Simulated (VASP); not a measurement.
# Co (P6_3/mmc) in VASP: a series of runs

The runs below take Co through single point, with LDA.

All numbers are computed with VASP 6.6.1; they aren't measurements. Logs are shortened: lines on timing, memory, paths and dates and some standing lists are left out, and cuts for length are marked.

**1. The cell of the first run**

It takes space group P6_3/mmc (No. 194, hexagonal). The conventional cell has a = 2.459 Å, b = 2.459 Å, c = 3.975 Å, α = 90.00°, β = 90.00°, γ = 120.00°. Within 3.2 Å of Co (site symmetry -6m2) lie 12 Co at 2.44 to 2.46 Å.

**2. Single point, LDA, collinear spin, ferromagnetic start (volume scaled by 1.04)**

INCAR

```
PREC     = Accurate       # precision mode
ENCUT    = 520            # plane-wave cutoff, eV
EDIFF    = 1E-7           # SCF threshold, eV
ISMEAR   = -1             # smearing method
SIGMA    = 0.05           # smearing width, eV
LREAL    = F              # projectors in reciprocal space
LASPH    = T              # aspherical terms in the spheres
NELM     = 150            # most SCF steps
ALGO     = Normal         # electronic algorithm
ISIF     = 2              # what is computed and relaxed
LWAVE    = F              # write WAVECAR
LCHARG   = F              # write CHGCAR
ISPIN    = 2              # spin polarisation
MAGMOM   = -1.558 -1.558  # initial moments
LORBIT   = 11             # projections on sites
LMAXMIX  = 4              # l up to which the mixer works
NBANDS   = 20             # bands
```

KPOINTS

```
Automatic mesh
0
Gamma
  24 24 13
```

POSCAR

```
Co
1.0
    2.4593242209      0.0000000000      0.0000000000
   -1.2296621104      2.1298372514      0.0000000000
    0.0000000000      0.0000000000      3.9746735176
Co
2
Direct
    0.3333333333      0.6666666667      0.2500000000
    0.6666666667      0.3333333333      0.7500000000
```

Potentials or basis: VASP PAW LDA potentials, release 64 (Co).

Launch:

```console
cat potpaw_LDA.64/Co/POTCAR > POTCAR
mpirun -np 1 vasp_std > vasp.out
```

OUTCAR:

```text
PREC = Accurate
   ENCUT = 520
   EDIFF = 1E-7
   ISMEAR = -1
   LREAL = F
   LASPH = T
   NELM = 150
   ISIF = 2
   ISPIN = 2
   LORBIT = 11

 ion  position               nearest neighbor table
   1  0.333  0.667  0.250-   2 2.44   2 2.44   2 2.44   2 2.44   2 2.44   2 2.44
   2  0.667  0.333  0.750-   1 2.44   1 2.44   1 2.44   1 2.44   1 2.44   1 2.44

  LATTYP: Found a hexagonal cell.
 ALAT       =     2.4593242209
 C/A-ratio  =     1.6161649138

  Lattice vectors:

 A1 = (   2.4593242209,   0.0000000000,   0.0000000000)
 A2 = (  -1.2296621104,   2.1298372514,   0.0000000000)
 A3 = (   0.0000000000,   0.0000000000,   3.9746735176)

Analysis of symmetry for initial positions (statically):
=====================================================================
 Subroutine PRICEL returns:
 Original cell was already a primitive cell.

 Routine SETGRP: Setting up the symmetry group for a
 hexagonal supercell.

 Subroutine GETGRP returns: Found 24 space group operations
 (whereof 12 operations were pure point group operations)
 out of a pool of 24 trial point group operations.

The static configuration has the point symmetry D_3d.
 The point group associated with its full space group is D_6h.

Analysis of symmetry for dynamics (positions and initial velocities):
=====================================================================
 Subroutine PRICEL returns:
 Original cell was already a primitive cell.

 Routine SETGRP: Setting up the symmetry group for a
 hexagonal supercell.

 Subroutine GETGRP returns: Found 24 space group operations
 (whereof 12 operations were pure point group operations)
 out of a pool of 24 trial point group operations.

The dynamic configuration has the point symmetry D_3d.
 The point group associated with its full space group is D_6h.

Analysis of structural, dynamic, and magnetic symmetry:
=====================================================================
 Subroutine PRICEL returns:
 Original cell was already a primitive cell.

 Routine SETGRP: Setting up the symmetry group for a
 hexagonal supercell.

 Subroutine GETGRP returns: Found 24 space group operations
 (whereof 12 operations were pure point group operations)
 out of a pool of 24 trial point group operations.

The overall configuration has the point symmetry D_3d.
 The point group associated with its full space group is D_6h.

 Subroutine INISYM returns: Found 24 space group operations
 (whereof 12 operations are pure point group operations),
 and found     1 'primitive' translations

----------------------------------------------------------------------------------------

                                     Primitive cell

  volume of cell :      20.8192

  direct lattice vectors                    reciprocal lattice vectors
     2.459324221  0.000000000  0.000000000     0.406615765  0.234759722  0.000000000
    -1.229662110  2.129837251  0.000000000     0.000000000  0.469519443  0.000000000
     0.000000000  0.000000000  3.974673518     0.000000000  0.000000000  0.251592991

  length of vectors
     2.459324221  2.459324221  3.974673518     0.469519443  0.469519443  0.251592991

  position of ions in fractional coordinates (direct lattice)
     0.333333333  0.666666667  0.250000000
     0.666666667  0.333333333  0.750000000

  ion indices of the primitive-cell ions
   primitive index   ion index
                 1           1
                 2           2

----------------------------------------------------------------------------------------

 KPOINTS: Automatic mesh

Automatic generation of k-mesh.
 Grid dimensions read from file:
 generate k-points for:   24   24   13

 Generating k-lattice:

  Cartesian coordinates                     Fractional coordinates (reciprocal lattice)
     0.016942324  0.009781655  0.000000000     0.041666667  0.000000000  0.000000000
     0.000000000  0.019563310  0.000000000     0.000000000  0.041666667  0.000000000
     0.000000000  0.000000000  0.019353307     0.000000000  0.000000000  0.076923077

  Length of vectors
     0.019563310  0.019563310  0.019353307

  Shift w.r.t. Gamma in fractional coordinates (k-lattice)
     0.000000000  0.000000000  0.000000000

 Subroutine IBZKPT returns following result:
 ===========================================

 Found    427 irreducible k-points:

 Following reciprocal coordinates:
            Coordinates               Weight
  0.000000  0.000000  0.000000      1.000000
  0.041667  0.000000  0.000000      6.000000
  0.083333  0.000000  0.000000      6.000000
  0.125000  0.000000  0.000000      6.000000
  0.166667  0.000000  0.000000      6.000000
  0.208333  0.000000  0.000000      6.000000
[... 16 lines left out ...]
  0.416667  0.041667  0.000000     12.000000
  0.458333  0.041667  0.000000     12.000000
 [... further k-points ...]
   k-points           NKPTS =    427   k-points in BZ     NKDIM =    427   number of bands    NBANDS=     20
   number of dos      NEDOS =    301   number of ions     NIONS =      2
   total plane-waves  NPLWV =   9720
   dimension x,y,z NGX =    18 NGY =   18 NGZ =   30
   dimension x,y,z NGXF=    36 NGYF=   36 NGZF=   60
   ions per type =               2
   NGX,Y,Z   is equivalent  to a cutoff of  12.17, 12.17, 12.55 a.u.
   NGXF,Y,Z  is equivalent  to a cutoff of  24.34, 24.34, 25.10 a.u.
 SYSTEM =  unknown system
   PREC   = accura    normal or accurate (medium, high low for compatibility)
   ISTART =      0    job   : 0-new  1-cont  2-samecut
   ICHARG =      2    charge: 1-file 2-atom 10-const
   ISPIN  =      2    spin polarized calculation?
   LNONCOLLINEAR =      F non collinear calculations
   LSORBIT =      F    spin-orbit coupling
   LASPH  =      T    aspherical Exc in radial PAW
   ENCUT  =  520.0 eV  38.22 Ry    6.18 a.u.   4.57  4.57  7.39*2*pi/ulx,y,z
   NELM   =    150;   NELMIN=  2; NELMDL= -5     # of ELM steps
   EDIFF  = 0.1E-06   stopping-criterion for ELM
   LREAL  =      F    real-space projection
   EDIFFG = 0.1E-05   stopping-criterion for IOM
   NSW    =      0    number of steps for IOM
   IBRION =     -1    ionic relax: 0-MD 1-quasi-New 2-CG
   NFREE  =      0    steps in history (QN), initial steepest desc. (CG)
   ISIF   =      2    stress and relaxation
   ISYM   =      2    0-nonsym 1-usesym 2-fastsym
   POTIM  = 0.5000    time-step for ionic-motion
   TEBEG  =    0.0;   TEEND  =   0.0 temperature during run
   PSTRESS=    0.0 pullay stress
   NELECT =      18.0000    total number of electrons
   NUPDOWN=      -1.0000    fix difference up-down
   EMIN   =  10.00;   EMAX   =-10.00  energy-range for DOS
   EFERMI =   0.00;   METHOD = LEGACY
   ISMEAR =    -1;   SIGMA  =   0.05  broadening in eV -4-tet -1-fermi 0-gaus
   EFERMI_NEDOS =   21; number of points for ismear=-14 and -15
   IALGO  =     38    algorithm
   IMIX   =      4    mixing-type and parameters
     AMIX     =   0.40;   BMIX     =  1.00
     AMIX_MAG =   1.60;   BMIX_MAG =  1.00
  volume/ion in A,a.u.               =      10.41        70.25
  Fermi-wavevector in a.u.,A,eV,Ry     =   1.559592  2.947202 33.093838  2.432328
  Thomas-Fermi vector in A             =   2.662928
   LORBIT       =     11    0 simple, 1 ext, 2 COOP (PROOUT), +10 PAW based schemes
   GGA     = CA    functional components
   LHFCALC =     F    Hartree Fock is set to
   AEXX    =    0.0000 exact exchange contribution
   IVDW    =     0    specifies the selected vdW correction
   LEPSILON=     F    determine dielectric tensor
   LRPA    =     F    only Hartree local field effects (RPA)
 spin polarized calculation
  energy-cutoff  :      520.00
  volume of cell :       20.82
 maximum number of plane-waves:       578
   NGX =  9   NGY =  9   NGZ = 15

 number of electron      17.9999975 magnetization      -3.0367954

 Free energy of the ion-electron system (eV)
  ---------------------------------------------------
  ext. energy  EPLUGINS =         0.00000000
  ---------------------------------------------------
  free energy    TOTEN  =       -16.22817885 eV

  energy without entropy =      -16.21367417  energy(sigma->0) =      -16.22092651

 E-fermi :  10.4861     XC(G=0): -13.9824

 val. band max:       10.4855541394   @ k =   0.1667   0.1667   0.3077
 cond. band min:      10.4876518200   @ k =   0.2083   0.2083   0.3846
 fundamental gap:      0.0020976806
 Fermi energy:        10.4860695506

 spin component 1

 k-point     1 :       0.0000    0.0000    0.0000
  band No.  band energies     occupation
      1       1.5406      1.00000
      2       6.1362      1.00000
      3       9.3870      1.00000
      4       9.4054      1.00000
      5       9.4054      1.00000
      6       9.7912      1.00000
[... 12 lines left out ...]
     19      37.5215      0.00000
     20      37.5215      0.00000
[... 507 lines left out ...]
 k-point    24 :       0.4583    0.0417    0.0000
  band No.  band energies     occupation
      1       6.5029      1.00000
      2       6.7787      1.00000
      3       7.0736      1.00000
      4       8.6433      1.00000
      5       9.2252      1.00000
      6       9.3701      1.00000
[... 12 lines left out ...]
     19      34.3232      0.00000
     20      36.0104      0.00000

 [... further k-points ...]

 spin component 2

 k-point     1 :       0.0000    0.0000    0.0000
  band No.  band energies     occupation
      1       1.3610      1.00000
      2       5.2582      1.00000
      3       7.9879      1.00000
      4       8.0138      1.00000
      5       8.0138      1.00000
      6       8.3551      1.00000
[... 12 lines left out ...]
     19      37.0971      0.00000
     20      37.0971      0.00000
[... 507 lines left out ...]
 k-point    24 :       0.4583    0.0417    0.0000
  band No.  band energies     occupation
      1       5.6625      1.00000
      2       5.7412      1.00000
      3       6.0005      1.00000
      4       7.8378      1.00000
      5       7.9371      1.00000
      6       8.0858      1.00000
[... 12 lines left out ...]
     19      33.8097      0.00000
     20      35.6458      0.00000

 [... further k-points ...]

------------------------ aborting loop because EDIFF is reached ----------------------------------------

  FORCE on cell =-STRESS in cart. coord.  units (eV):
  Direction    XX          YY          ZZ          XY          YZ          ZX
  --------------------------------------------------------------------------------------
  -------------------------------------------------------------------------------------
  Total       -1.3539120     -1.3539120     -1.4427827     -0.0000000      0.0000000      0.0000000
  in kB     -104.1927111   -104.1927111   -111.0319190     -0.0000000      0.0000000      0.0000000
  external PRESSURE =    -106.4724470 kB  Pullay stress =       0.0000000 kB

 VOLUME and BASIS-vectors are now :
 -----------------------------------------------------------------------------
  energy-cutoff  :      520.00
  volume of cell :       20.82
      direct lattice vectors                 reciprocal lattice vectors
     2.459324221  0.000000000  0.000000000     0.406615765  0.234759722  0.000000000
    -1.229662110  2.129837251  0.000000000     0.000000000  0.469519443  0.000000000
     0.000000000  0.000000000  3.974673518     0.000000000  0.000000000  0.251592991

 POSITION                                       TOTAL-FORCE (eV/Angst)
 -----------------------------------------------------------------------------------
     -0.00000      1.41989      0.99367         0.000000     -0.000000      0.000000
      1.22966      0.70995      2.98101        -0.000000      0.000000      0.000000
 -----------------------------------------------------------------------------------
    total drift:                                0.000000     -0.000000     -0.000000

  FREE ENERGIE OF THE ION-ELECTRON SYSTEM (eV)
  ---------------------------------------------------
  free  energy   TOTEN  =       -16.2281788536 eV

  energy  without entropy=      -16.2136741678  energy(sigma->0) =      -16.22092651

 total charge

# of ion       s       p       d       tot
------------------------------------------
    1        0.505   0.552   7.308   8.366
    2        0.505   0.552   7.308   8.366
--------------------------------------------------
tot          1.011   1.104  14.616  16.731

 magnetization (x)

# of ion       s       p       d       tot
------------------------------------------
    1        0.013   0.039  -1.570  -1.517
    2        0.013   0.039  -1.570  -1.517
--------------------------------------------------
tot          0.027   0.079  -3.139  -3.034
```

Wall time 4.9 min (1 thread of AMD EPYC 7R13 (Zen 3), shared host); peak memory 0.29 GiB.

What came out:

* Free energy: -16.2282 eV
* Pressure: -10.6 GPa
* Net moment: -3.04 μB per cell
* Site moments: Co -1.52 μB
* Valence electrons inside the program's atomic spheres: Co 8.37

Levels at points of the mesh, in eV from the Fermi level:
Spin up:
| k point | band 4 | band 5 | band 6 | band 7 | band 8 | band 9 | band 10 | band 11 |
| --- | --- | --- | --- | --- | --- | --- | --- | --- |
| (0.00, 0.00, 0.00) | -1.08 | -1.08 | -0.69 | -0.69 | -0.26 | -0.26 | 0.10 | 1.04 |
| (0.50, 0.00, 0.00) | -1.79 | -1.25 | -1.11 | -0.69 | 1.18 | 1.32 | 1.35 | 2.69 |
Spin down:
```
           k point  band 6  band 7  band 8  band 9  band 10  band 11  band 12  band 13  band 14  band 15
(0.00, 0.00, 0.00)   -2.13   -2.13   -1.75   -1.75    -0.55    -0.55    -0.06     6.85    22.35    25.23
(0.50, 0.00, 0.00)   -2.40   -2.04   -0.42   -0.30    -0.25     1.56     3.64    10.06    10.74    13.25
```

**3. Single point, LDA, collinear spin, ferromagnetic start (volume scaled by 1.08)**

INCAR

```
PREC = Accurate ; ENCUT = 520
EDIFF = 1E-6 ; ISMEAR = -1
SIGMA = 0.05 ; LREAL = False
LASPH = True ; NELM = 150
ALGO = Normal ; ISIF = 2
LWAVE = False ; LCHARG = True
ISPIN = 2 ; MAGMOM = -1.558 -1.558
LORBIT = 11 ; LMAXMIX = 4
LELF = True ; LVHAR = True
NBANDS = 20
```

KPOINTS is that of step 2.

POSCAR

```
Co
1.0
    2.4904582124      0.0000000000      0.0000000000
   -1.2452291062      2.1568000790      0.0000000000
    0.0000000000      0.0000000000      4.0249911823
Co
2
Direct
    0.3333333333      0.6666666667      0.2500000000
    0.6666666667      0.3333333333      0.7500000000
```

Potentials or basis: VASP PAW LDA potentials, release 64 (Co).

Launch:

```console
cat potpaw_LDA.64/Co/POTCAR > POTCAR
mpirun -np 1 vasp_std > vasp.out
```

Wall time 4.2 min (1 thread of AMD EPYC 7R13 (Zen 3), shared host); peak memory 0.3 GiB.

Results (log left out):

* Free energy: -16.1554 eV
* Pressure: -18.2 GPa
* Net moment: -3.09 μB per cell
* Site moments: Co -1.55 μB
* Valence electrons inside the program's atomic spheres: Co 8.29

Stress tensor (GPa, compression positive):
```
-18.02   0.00   0.00
  0.00 -18.02   0.00
  0.00   0.00 -18.63
```

Levels at points of the mesh, in eV from the Fermi level:
Spin up:
```tsv
k point	band 3	band 4	band 5	band 6	band 7	band 8	band 9	band 10	band 11	band 12
(0.00, 0.00, 0.00)	-1.02	-1.00	-1.00	-0.64	-0.64	-0.22	-0.22	0.11	1.00	1.00
(0.50, 0.00, 0.00)	-3.23	-1.72	-1.16	-1.04	-0.64	1.13	1.26	1.30	2.58	4.37
```
Spin down:
| k point | band 6 | band 7 | band 8 | band 9 | band 10 | band 11 | band 12 | band 13 | band 14 | band 15 |
| --- | --- | --- | --- | --- | --- | --- | --- | --- | --- | --- |
| (0.00, 0.00, 0.00) | -2.10 | -2.10 | -1.74 | -1.74 | -0.61 | -0.61 | -0.05 | 6.50 | 22.03 | 24.52 |
| (0.50, 0.00, 0.00) | -2.35 | -2.02 | -0.49 | -0.38 | -0.33 | 1.44 | 3.43 | 9.75 | 10.38 | 12.89 |

[end of part 1 of 2]
